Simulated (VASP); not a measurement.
# Al (Fm-3m) in VASP: single point with LDA

Aim: the single point of Al with LDA.

Everything below comes from runs of VASP 6.6.1. Logs are shortened: lines on timing, memory, paths and dates and some standing lists are left out, and cuts for length are marked.

### 1 The cell of the first run

The structure is cubic, space group Fm-3m (No. 225). The conventional cell has a = 4.050 Å, b = 4.050 Å, c = 4.050 Å, α = 90.00°, β = 90.00°, γ = 90.00°. Al (site symmetry m-3m) has 12 Al at 2.86 Å within 3.8 Å.

### 2 Single point, LDA

File INCAR:

```
SYSTEM = Al
  PREC = Accurate
  ENCUT = 500
  EDIFF = 1E-6
  ISMEAR = -1
  SIGMA = 0.1
  LREAL = .False.
  LASPH = .True.
  NELM = 120
  ALGO = Normal
  ISIF = 2
  LWAVE = .False.
  LCHARG = .False.
  GGA = CA
  NBANDS = 14
  GGA_COMPAT = .False.
```

File KPOINTS:

```
regular mesh
0
Gamma
  7 7 7
  0 0 0
```

File POSCAR:

```
Al
1.0
    4.0496100000      0.0000000000      0.0000000000
    0.0000000000      4.0496100000      0.0000000000
    0.0000000000      0.0000000000      4.0496100000
Al
4
Direct
    0.0000000000      0.0000000000      0.0000000000
    0.0000000000      0.5000000000      0.5000000000
    0.5000000000      0.0000000000      0.5000000000
    0.5000000000      0.5000000000      0.0000000000
```

Potentials or basis: VASP PAW LDA potentials, release 64 (Al).

Run with:

```console
> cat potpaw_LDA.64/Al/POTCAR > POTCAR
> mpirun -np 1 vasp_std > vasp.out
```

OUTCAR:

```text
SYSTEM = Al
   PREC = Accurate
   ENCUT = 500
   EDIFF = 1E-6
   ISMEAR = -1
   LREAL = .False.
   LASPH = .True.
   NELM = 120
   ISIF = 2
   GGA = CA

 ion  position               nearest neighbor table
   1  0.000  0.000  0.000-   2 2.86   3 2.86   4 2.86   2 2.86   3 2.86   2 2.86   4 2.86   2 2.86
                             3 2.86   4 2.86   3 2.86   4 2.86
   2  0.000  0.500  0.500-   1 2.86   3 2.86   4 2.86   1 2.86   4 2.86   1 2.86   3 2.86   1 2.86
                             3 2.86   4 2.86   4 2.86   3 2.86
   3  0.500  0.000  0.500-   1 2.86   2 2.86   4 2.86   1 2.86   4 2.86   2 2.86   4 2.86   4 2.86
                             1 2.86   2 2.86   1 2.86   2 2.86
   4  0.500  0.500  0.000-   1 2.86   2 2.86   3 2.86   2 2.86   3 2.86   1 2.86   3 2.86   3 2.86
                             1 2.86   2 2.86   2 2.86   1 2.86

  LATTYP: Found a simple cubic cell.
 ALAT       =     4.0496100000

  Lattice vectors:

 A1 = (   4.0496100000,   0.0000000000,   0.0000000000)
 A2 = (   0.0000000000,   4.0496100000,   0.0000000000)
 A3 = (   0.0000000000,   0.0000000000,   4.0496100000)

Analysis of symmetry for initial positions (statically):
=====================================================================
 Subroutine PRICEL returns following result:

  LATTYP: Found a face centered cubic cell.
 ALAT       =     4.0496100000

  Lattice vectors:

 A1 = (   2.0248050000,  -2.0248050000,   0.0000000000)
 A2 = (   2.0248050000,   0.0000000000,   2.0248050000)
 A3 = (   0.0000000000,  -2.0248050000,   2.0248050000)

   4 primitive cells build up your supercell.

 Routine SETGRP: Setting up the symmetry group for a
 simple cubic supercell.

 Subroutine GETGRP returns: Found 48 space group operations
[... 5 lines left out ...]
Analysis of symmetry for dynamics (positions and initial velocities):
=====================================================================
 Subroutine PRICEL returns following result:

  LATTYP: Found a face centered cubic cell.
 ALAT       =     4.0496100000

  Lattice vectors:

 A1 = (   2.0248050000,  -2.0248050000,   0.0000000000)
 A2 = (   2.0248050000,   0.0000000000,   2.0248050000)
 A3 = (   0.0000000000,  -2.0248050000,   2.0248050000)

   4 primitive cells build up your supercell.

 Routine SETGRP: Setting up the symmetry group for a
 simple cubic supercell.

 Subroutine GETGRP returns: Found 48 space group operations
 (whereof 48 operations were pure point group operations)
 out of a pool of 48 trial point group operations.

The dynamic configuration has the point symmetry O_h .

 Subroutine INISYM returns: Found 48 space group operations
 (whereof 48 operations are pure point group operations),
 and found     4 'primitive' translations

----------------------------------------------------------------------------------------

                                     Primitive cell

  volume of cell :      16.6027

  direct lattice vectors                    reciprocal lattice vectors
     2.024805000 -2.024805000  0.000000000     0.246937359 -0.246937359 -0.246937359
     2.024805000  0.000000000  2.024805000     0.246937359  0.246937359  0.246937359
     0.000000000 -2.024805000  2.024805000    -0.246937359 -0.246937359  0.246937359

  length of vectors
     2.863506692  2.863506692  2.863506692     0.427708053  0.427708053  0.427708053

  position of ions in fractional coordinates (direct lattice)
     0.000000000  0.000000000  0.000000000

  ion indices of the primitive-cell ions
   primitive index   ion index
                 1           1

----------------------------------------------------------------------------------------

 KPOINTS: regular mesh

Automatic generation of k-mesh.
 Grid dimensions read from file:
 generate k-points for:    7    7    7

 Generating k-lattice:

  Cartesian coordinates                     Fractional coordinates (reciprocal lattice)
     0.035276766  0.000000000  0.000000000     0.142857143  0.000000000  0.000000000
     0.000000000  0.035276766  0.000000000     0.000000000  0.142857143  0.000000000
     0.000000000  0.000000000  0.035276766     0.000000000  0.000000000  0.142857143

  Length of vectors
     0.035276766  0.035276766  0.035276766

  Shift w.r.t. Gamma in fractional coordinates (k-lattice)
     0.000000000  0.000000000  0.000000000

 Subroutine IBZKPT returns following result:
 ===========================================

 Found     20 irreducible k-points:

 Following reciprocal coordinates:
            Coordinates               Weight
  0.000000  0.000000  0.000000      1.000000
  0.142857  0.000000  0.000000      6.000000
  0.285714  0.000000  0.000000      6.000000
  0.428571  0.000000  0.000000      6.000000
  0.142857  0.142857  0.000000     12.000000
  0.285714  0.142857  0.000000     24.000000
[... 12 lines left out ...]
  0.428571  0.428571  0.285714     24.000000
  0.428571  0.428571  0.428571      8.000000
   k-points           NKPTS =     20   k-points in BZ     NKDIM =     20   number of bands    NBANDS=     14
   number of dos      NEDOS =    301   number of ions     NIONS =      4
   total plane-waves  NPLWV =  27000
   dimension x,y,z NGX =    30 NGY =   30 NGZ =   30
   dimension x,y,z NGXF=    60 NGYF=   60 NGZF=   60
   ions per type =               4
   NGX,Y,Z   is equivalent  to a cutoff of  12.32, 12.32, 12.32 a.u.
   NGXF,Y,Z  is equivalent  to a cutoff of  24.63, 24.63, 24.63 a.u.
 SYSTEM =  Al
   PREC   = accura    normal or accurate (medium, high low for compatibility)
   ISTART =      0    job   : 0-new  1-cont  2-samecut
   ICHARG =      2    charge: 1-file 2-atom 10-const
   ISPIN  =      1    spin polarized calculation?
   LNONCOLLINEAR =      F non collinear calculations
   LSORBIT =      F    spin-orbit coupling
   LASPH  =      T    aspherical Exc in radial PAW
   ENCUT  =  500.0 eV  36.75 Ry    6.06 a.u.   7.38  7.38  7.38*2*pi/ulx,y,z
   NELM   =    120;   NELMIN=  2; NELMDL= -5     # of ELM steps
   EDIFF  = 0.1E-05   stopping-criterion for ELM
   LREAL  =      F    real-space projection
   EDIFFG = 0.1E-04   stopping-criterion for IOM
   NSW    =      0    number of steps for IOM
   IBRION =     -1    ionic relax: 0-MD 1-quasi-New 2-CG
   NFREE  =      0    steps in history (QN), initial steepest desc. (CG)
   ISIF   =      2    stress and relaxation
   ISYM   =      2    0-nonsym 1-usesym 2-fastsym
   POTIM  = 0.5000    time-step for ionic-motion
   TEBEG  =    0.0;   TEEND  =   0.0 temperature during run
   PSTRESS=    0.0 pullay stress
   NELECT =      12.0000    total number of electrons
   NUPDOWN=      -1.0000    fix difference up-down
   EMIN   =  10.00;   EMAX   =-10.00  energy-range for DOS
   EFERMI =   0.00;   METHOD = LEGACY
   ISMEAR =    -1;   SIGMA  =   0.10  broadening in eV -4-tet -1-fermi 0-gaus
   EFERMI_NEDOS =   21; number of points for ismear=-14 and -15
   IALGO  =     38    algorithm
   IMIX   =      4    mixing-type and parameters
     AMIX     =   0.40;   BMIX     =  1.00
     AMIX_MAG =   1.60;   BMIX_MAG =  1.00
  volume/ion in A,a.u.               =      16.60       112.04
  Fermi-wavevector in a.u.,A,eV,Ry     =   0.925526  1.748991 11.654733  0.856599
  Thomas-Fermi vector in A             =   2.051390
   LORBIT       =      0    0 simple, 1 ext, 2 COOP (PROOUT), +10 PAW based schemes
   GGA     = CA    functional components
   LHFCALC =     F    Hartree Fock is set to
   AEXX    =    0.0000 exact exchange contribution
   IVDW    =     0    specifies the selected vdW correction
   LEPSILON=     F    determine dielectric tensor
   LRPA    =     F    only Hartree local field effects (RPA)
 non-spin polarized calculation
  energy-cutoff  :      500.00
  volume of cell :       66.41
 maximum number of plane-waves:      1743
 NGX is ok and might be reduce to    30
   NGX = 15   NGY = 15   NGZ = 15

 number of electron      12.0000000 magnetization

 Free energy of the ion-electron system (eV)
  ---------------------------------------------------
  ext. energy  EPLUGINS =         0.00000000
  ---------------------------------------------------
  free energy    TOTEN  =       -16.75612893 eV

  energy without entropy =      -16.69555043  energy(sigma->0) =      -16.72583968

 E-fermi :   7.7073     XC(G=0): -10.3206

 val. band max:        7.6436803871   @ k =   0.4286   0.0000   0.0000
 cond. band min:       7.7094443092   @ k =   0.4286   0.1429   0.0000
 fundamental gap:      0.0657639221
 Fermi energy:         7.7073379389

 k-point     1 :       0.0000    0.0000    0.0000
  band No.  band energies     occupation
      1      -3.3302      2.00000
      2       4.8459      2.00000
      3       4.8459      2.00000
      4       4.8459      2.00000
      5       6.1124      2.00000
      6       6.1124      2.00000
      7       6.1124      2.00000
      8      13.0252      0.00000
      9      13.0252      0.00000
     10      13.0252      0.00000
     11      13.2320      0.00000
     12      13.2320      0.00000
     13      13.2320      0.00000
     14      13.2320      0.00000

 k-point     2 :       0.1429    0.0000    0.0000
  band No.  band energies     occupation
      1      -3.1465      2.00000
      2       3.1086      2.00000
      3       5.0139      2.00000
      4       5.0139      2.00000
      5       6.2908      2.00000
      6       6.2908      2.00000
      7       8.1671      0.01995
      8      10.9228      0.00000
      9      10.9228      0.00000
     10      12.1703      0.00000
     11      12.1703      0.00000
     12      13.2063      0.00000
     13      13.3876      0.00000
     14      13.3876      0.00000

 k-point     3 :       0.2857    0.0000    0.0000
  band No.  band energies     occupation
      1      -2.5969      2.00000
      2       1.1875      2.00000
      3       5.5183      2.00000
      4       5.5183      2.00000
      5       6.8190      1.99972
      6       6.8190      1.99972
      7       9.0615      0.00000
      8       9.0615      0.00000
      9      10.5149      0.00000
     10      10.5149      0.00000
     11      11.0388      0.00000
     12      13.7485      0.00000
     13      13.8545      0.00000
     14      13.8545      0.00000

 k-point     4 :       0.4286    0.0000    0.0000
  band No.  band energies     occupation
      1      -1.6857      2.00000
      2      -0.4203      2.00000
      3       6.3601      2.00000
      4       6.3601      2.00000
      5       7.5407      1.68216
      6       7.5407      1.68216
      7       7.6437      1.30796
      8       7.6437      1.30796
      9       9.0726      0.00000
     10       9.0726      0.00000
     11      14.2220      0.00000
     12      14.6334      0.00000
     13      14.6334      0.00000
     14      14.6471      0.00000

 k-point     5 :       0.1429    0.1429    0.0000
  band No.  band energies     occupation
      1      -2.9631      2.00000
      2       3.2835      2.00000
      3       3.2835      2.00000
      4       5.1820      2.00000
      5       6.4664      1.99999
      6       8.3367      0.00369
      7       8.3367      0.00369
      8       9.2940      0.00000
      9      11.0921      0.00000
     10      11.0921      0.00000
     11      12.3343      0.00000
[... 208 lines left out ...]
 k-point    18 :       0.4286    0.2857    0.2857
  band No.  band energies     occupation
      1      -0.2399      2.00000
      2       1.0128      2.00000
      3       3.4796      2.00000
      4       3.4796      2.00000
      5       4.7153      2.00000
      6       4.7153      2.00000
      7       7.1272      1.99397
      8       8.3263      0.00409
      9      13.2055      0.00000
     10      13.2055      0.00000
     11      14.3471      0.00000
     12      14.3471      0.00000
     13      15.5136      0.00000
     14      15.8961      0.00000

 k-point    19 :       0.4286    0.4286    0.2857
  band No.  band energies     occupation
      1       0.6565      2.00000
      2       1.9014      2.00000
      3       1.9014      2.00000
      4       3.1334      2.00000
      5       4.3668      2.00000
      6       5.5803      2.00000
      7       5.5803      2.00000
      8       6.7889      1.99979
      9      14.0356      0.00000
     10      15.1202      0.00000
     11      15.1202      0.00000
     12      16.2059      0.00000
     13      16.2762      0.00000
     14      16.2762      0.00000

 k-point    20 :       0.4286    0.4286    0.4286
  band No.  band energies     occupation
      1       1.5474      2.00000
      2       2.7832      2.00000
      3       2.7832      2.00000
      4       2.7832      2.00000
      5       4.0207      2.00000
      6       4.0207      2.00000
      7       4.0207      2.00000
      8       5.2381      2.00000
      9      17.0185      0.00000
     10      17.0185      0.00000
     11      17.0185      0.00000
     12      17.4730      0.00000
     13      17.4730      0.00000
     14      17.4730      0.00000

------------------------ aborting loop because EDIFF is reached ----------------------------------------

  FORCE on cell =-STRESS in cart. coord.  units (eV):
  Direction    XX          YY          ZZ          XY          YZ          ZX
  --------------------------------------------------------------------------------------
  -------------------------------------------------------------------------------------
  Total       -1.4672697     -1.4672697     -1.4672697      0.0000000     -0.0000000      0.0000000
  in kB      -35.3981790    -35.3981790    -35.3981790      0.0000000     -0.0000000      0.0000000
  external PRESSURE =     -35.3981790 kB  Pullay stress =       0.0000000 kB

 VOLUME and BASIS-vectors are now :
 -----------------------------------------------------------------------------
  energy-cutoff  :      500.00
  volume of cell :       66.41
      direct lattice vectors                 reciprocal lattice vectors
     4.049610000  0.000000000  0.000000000     0.246937359  0.000000000  0.000000000
     0.000000000  4.049610000  0.000000000     0.000000000  0.246937359  0.000000000
     0.000000000  0.000000000  4.049610000     0.000000000  0.000000000  0.246937359

 POSITION                                       TOTAL-FORCE (eV/Angst)
 -----------------------------------------------------------------------------------
      0.00000      0.00000      0.00000         0.000000     -0.000000      0.000000
      0.00000      2.02481      2.02481         0.000000      0.000000     -0.000000
      2.02481      0.00000      2.02481         0.000000      0.000000      0.000000
      2.02481      2.02481      0.00000        -0.000000     -0.000000     -0.000000
 -----------------------------------------------------------------------------------
    total drift:                               -0.000000     -0.000000     -0.000000

  FREE ENERGIE OF THE ION-ELECTRON SYSTEM (eV)
  ---------------------------------------------------
  free  energy   TOTEN  =       -16.7561289274 eV

  energy  without entropy=      -16.6955504315  energy(sigma->0) =      -16.72583968
```

Wall time 6.8 s (1 thread of AMD EPYC 9R14 (Zen 4), shared host); peak memory 0.11 GiB.

What came out:

```
Free energy            : -16.7561 eV
Pressure               : -3.5 GPa
Band gap on the k mesh : zero (band 6 reaches 9.06 eV, above the bottom of band 7 at 4.02 eV)
```
